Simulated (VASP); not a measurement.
# CO2 in VASP: single point with r2SCAN

Aim: the single point of CO2 with r2SCAN.

Everything below comes from runs of VASP 6.6.1. Logs are shortened: lines on timing, memory, paths and dates and some standing lists are left out, and cuts for length are marked.

### Step 1. The cell of the first run

The cell holds a molecule in a box, 3 atoms: a = 12.000 Å, b = 12.000 Å, c = 12.000 Å, α = 90.00°, β = 90.00°, γ = 90.00°.

### Step 2. Single point, r2SCAN

Contents of POSCAR:

```
CO2
1.0
   12.0000000000      0.0000000000      0.0000000000
    0.0000000000     12.0000000000      0.0000000000
    0.0000000000      0.0000000000     12.0000000000
C O
1 2
Direct
    0.5000000000      0.5000000000      0.5000000000
    0.5000000000      0.5000000000      0.5966666667
    0.5000000000      0.5000000000      0.4033333333
```

Contents of INCAR.step1:

```
PREC = Accurate
ENCUT = 520
ISMEAR = 0
SIGMA = 0.01
LREAL = F
LASPH = T
NELM = 100
NBANDS = 15
GGA = PE
ALGO = Normal
EDIFF = 1E-4
LWAVE = T
LCHARG = F
```

Contents of INCAR.step2:

```
PREC = Accurate
ENCUT = 520
EDIFF = 1E-7
ISMEAR = 0
SIGMA = 0.01
LREAL = F
LASPH = T
NELM = 100
ALGO = Normal
ISIF = 2
LWAVE = F
LCHARG = F
METAGGA = R2SCAN
LMIXTAU = T
NBANDS = 15
ISTART = 1
```

Contents of KPOINTS:

```
regular mesh
0
Gamma
  1 1 1
```

Potentials or basis: VASP PAW PBE potentials, release 64 (C, O).

Run with:

```
> cat potpaw_PBE.64/C/POTCAR potpaw_PBE.64/O/POTCAR > POTCAR
> cp INCAR.step1 INCAR
> mpirun -np 1 vasp_gam > vasp.out
> cp INCAR.step2 INCAR
> mpirun -np 1 vasp_gam > vasp.out
```

OUTCAR:

```text
PREC = Accurate
   ENCUT = 520
   EDIFF = 1E-7
   ISMEAR = 0
   LREAL = F
   LASPH = T
   NELM = 100
   ISIF = 2
   METAGGA = R2SCAN
   ISTART = 1

 ion  position               nearest neighbor table
   1  0.500  0.500  0.500-   2 1.16   3 1.16
   2  0.500  0.500  0.597-   1 1.16
   3  0.500  0.500  0.403-   1 1.16

  LATTYP: Found a simple cubic cell.
 ALAT       =    12.0000000000

  Lattice vectors:

 A1 = (  12.0000000000,   0.0000000000,   0.0000000000)
 A2 = (   0.0000000000,  12.0000000000,   0.0000000000)
 A3 = (   0.0000000000,   0.0000000000,  12.0000000000)

Analysis of symmetry for initial positions (statically):
=====================================================================
 Subroutine PRICEL returns:
 Original cell was already a primitive cell.

 Routine SETGRP: Setting up the symmetry group for a
 simple cubic supercell.

 Subroutine GETGRP returns: Found 16 space group operations
 (whereof 16 operations were pure point group operations)
 out of a pool of 48 trial point group operations.

The static configuration has the point symmetry D_4h.

Analysis of symmetry for dynamics (positions and initial velocities):
=====================================================================
 Subroutine PRICEL returns:
 Original cell was already a primitive cell.

 Routine SETGRP: Setting up the symmetry group for a
 simple cubic supercell.

 Subroutine GETGRP returns: Found 16 space group operations
 (whereof 16 operations were pure point group operations)
 out of a pool of 48 trial point group operations.

The dynamic configuration has the point symmetry D_4h.

 Subroutine INISYM returns: Found 16 space group operations
 (whereof 16 operations are pure point group operations),
 and found     1 'primitive' translations

----------------------------------------------------------------------------------------

                                     Primitive cell

  volume of cell :    1728.0000

  direct lattice vectors                    reciprocal lattice vectors
    12.000000000  0.000000000  0.000000000     0.083333333  0.000000000  0.000000000
     0.000000000 12.000000000  0.000000000     0.000000000  0.083333333  0.000000000
     0.000000000  0.000000000 12.000000000     0.000000000  0.000000000  0.083333333

  length of vectors
    12.000000000 12.000000000 12.000000000     0.083333333  0.083333333  0.083333333

  position of ions in fractional coordinates (direct lattice)
     0.500000000  0.500000000  0.500000000
     0.500000000  0.500000000  0.596666667
     0.500000000  0.500000000  0.403333333

  ion indices of the primitive-cell ions
   primitive index   ion index
                 1           1
                 2           2
                 3           3

----------------------------------------------------------------------------------------

 KPOINTS: regular mesh

Automatic generation of k-mesh.
 Grid dimensions read from file:
 generate k-points for:    1    1    1

 Generating k-lattice:

  Cartesian coordinates                     Fractional coordinates (reciprocal lattice)
     0.083333333  0.000000000  0.000000000     1.000000000  0.000000000  0.000000000
     0.000000000  0.083333333  0.000000000     0.000000000  1.000000000  0.000000000
     0.000000000  0.000000000  0.083333333     0.000000000  0.000000000  1.000000000

  Length of vectors
     0.083333333  0.083333333  0.083333333

  Shift w.r.t. Gamma in fractional coordinates (k-lattice)
     0.000000000  0.000000000  0.000000000

 Subroutine IBZKPT returns following result:
 ===========================================

 Found      1 irreducible k-points:

 Following reciprocal coordinates:
            Coordinates               Weight
  0.000000  0.000000  0.000000      1.000000
   k-points           NKPTS =      1   k-points in BZ     NKDIM =      1   number of bands    NBANDS=     15
   number of dos      NEDOS =    301   number of ions     NIONS =      3
   total plane-waves  NPLWV = 729000
   dimension x,y,z NGX =    90 NGY =   90 NGZ =   90
   dimension x,y,z NGXF=   180 NGYF=  180 NGZF=  180
   ions per type =               1   2
   NGX,Y,Z   is equivalent  to a cutoff of  12.47, 12.47, 12.47 a.u.
   NGXF,Y,Z  is equivalent  to a cutoff of  24.94, 24.94, 24.94 a.u.
 SYSTEM =  unknown system
   PREC   = accura    normal or accurate (medium, high low for compatibility)
   ISTART =      1    job   : 0-new  1-cont  2-samecut
   ICHARG =      0    charge: 1-file 2-atom 10-const
   ISPIN  =      1    spin polarized calculation?
   LNONCOLLINEAR =      F non collinear calculations
   LSORBIT =      F    spin-orbit coupling
   LASPH  =      T    aspherical Exc in radial PAW
   ENCUT  =  520.0 eV  38.22 Ry    6.18 a.u.  22.31 22.31 22.31*2*pi/ulx,y,z
   NELM   =    100;   NELMIN=  2; NELMDL=  0     # of ELM steps
   EDIFF  = 0.1E-06   stopping-criterion for ELM
   LREAL  =      F    real-space projection
   EDIFFG = 0.1E-05   stopping-criterion for IOM
   NSW    =      0    number of steps for IOM
   IBRION =     -1    ionic relax: 0-MD 1-quasi-New 2-CG
   NFREE  =      0    steps in history (QN), initial steepest desc. (CG)
   ISIF   =      2    stress and relaxation
   ISYM   =      2    0-nonsym 1-usesym 2-fastsym
   POTIM  = 0.5000    time-step for ionic-motion
   TEBEG  =    0.0;   TEEND  =   0.0 temperature during run
   PSTRESS=    0.0 pullay stress
   NELECT =      16.0000    total number of electrons
   NUPDOWN=      -1.0000    fix difference up-down
   EMIN   =  10.00;   EMAX   =-10.00  energy-range for DOS
   EFERMI =   0.00;   METHOD = LEGACY
   ISMEAR =     0;   SIGMA  =   0.01  broadening in eV -4-tet -1-fermi 0-gaus
   EFERMI_NEDOS =   21; number of points for ismear=-14 and -15
   IALGO  =     38    algorithm
   IMIX   =      4    mixing-type and parameters
     AMIX     =   0.40;   BMIX     =  1.00
     AMIX_MAG =   1.60;   BMIX_MAG =  1.00
  volume/ion in A,a.u.               =     576.00      3887.04
  Fermi-wavevector in a.u.,A,eV,Ry     =   0.343769  0.649630  1.607899  0.118177
  Thomas-Fermi vector in A             =   1.250223
   LORBIT       =      0    0 simple, 1 ext, 2 COOP (PROOUT), +10 PAW based schemes
   METAGGA = R2SCAN    functional components
   LHFCALC =     F    Hartree Fock is set to
   AEXX    =    0.0000 exact exchange contribution
   IVDW    =     0    specifies the selected vdW correction
   LEPSILON=     F    determine dielectric tensor
   LRPA    =     F    only Hartree local field effects (RPA)
 non-spin polarized calculation
 Gauss-broadening in eV      SIGMA  =   0.01
  energy-cutoff  :      520.00
  volume of cell :     1728.00
 maximum number of plane-waves:     23293
 NGX is ok and might be reduce to    90
   NGX = 45   NGY = 45   NGZ = 45

 number of electron      15.9999992 magnetization

 Free energy of the ion-electron system (eV)
  ---------------------------------------------------
  ext. energy  EPLUGINS =         0.00000000
  ---------------------------------------------------
  free energy    TOTEN  =       -25.54700669 eV

  energy without entropy =      -25.54700669  energy(sigma->0) =      -25.54700669

 E-fermi :  -9.2724     XC(G=0):  -0.3164

 val. band max:       -9.3341349598   @ k =   0.0000   0.0000   0.0000
 cond. band min:      -0.3243298332   @ k =   0.0000   0.0000   0.0000
 fundamental gap:      9.0098051266
 Fermi energy:        -9.2724002934

 k-point     1 :       0.0000    0.0000    0.0000
  band No.  band energies     occupation
      1     -30.7687      2.00000
      2     -29.6725      2.00000
      3     -14.2894      2.00000
      4     -13.1312      2.00000
      5     -13.1312      2.00000
      6     -13.0562      2.00000
      7      -9.3341      2.00000
      8      -9.3341      2.00000
      9      -0.3243      0.00000
     10       0.1719      0.00000
     11       0.1719      0.00000
     12       0.4842      0.00000
     13       1.0415      0.00000
     14       1.0415      0.00000
     15       1.1170      0.00000

------------------------ aborting loop because EDIFF is reached ----------------------------------------

  FORCE on cell =-STRESS in cart. coord.  units (eV):
  Direction    XX          YY          ZZ          XY          YZ          ZX
  --------------------------------------------------------------------------------------
  -------------------------------------------------------------------------------------
  Total       -0.0551771     -0.0551771      1.9981073      0.0000000      0.0000000      0.0000000
  in kB       -0.0511594     -0.0511594      1.8526170      0.0000000      0.0000000      0.0000000
  external PRESSURE =       0.5834327 kB  Pullay stress =       0.0000000 kB

 VOLUME and BASIS-vectors are now :
 -----------------------------------------------------------------------------
  energy-cutoff  :      520.00
  volume of cell :     1728.00
      direct lattice vectors                 reciprocal lattice vectors
    12.000000000  0.000000000  0.000000000     0.083333333  0.000000000  0.000000000
     0.000000000 12.000000000  0.000000000     0.000000000  0.083333333  0.000000000
     0.000000000  0.000000000 12.000000000     0.000000000  0.000000000  0.083333333

 POSITION                                       TOTAL-FORCE (eV/Angst)
 -----------------------------------------------------------------------------------
      6.00000      6.00000      6.00000        -0.000000      0.000000      0.000000
      6.00000      6.00000      7.16000         0.000000     -0.000000      0.897012
      6.00000      6.00000      4.84000        -0.000000     -0.000000     -0.897012
 -----------------------------------------------------------------------------------
    total drift:                                0.000000     -0.000000     -0.000000

  FREE ENERGIE OF THE ION-ELECTRON SYSTEM (eV)
  ---------------------------------------------------
  free  energy   TOTEN  =       -25.5470066937 eV

  energy  without entropy=      -25.5470066937  energy(sigma->0) =      -25.54700669
```

Run time: 13 min. Hardware: 1 thread of Intel Xeon 8259CL, shared host; peak memory 1.5 GiB.

What came out:

| Quantity | Value |
| --- | --- |
| Free energy | -25.5470 eV |
| Largest force | 0.897 eV/Å |
| Gap between the frontier levels | 9.01 eV |

Forces in eV/Å, atoms in the order of the input:
```
C    0.000  0.000  0.000
O    0.000  0.000  0.897
O    0.000  0.000 -0.897
```

Caveat: the PAW data sets were made with another functional, which shifts forces and pressure a little.
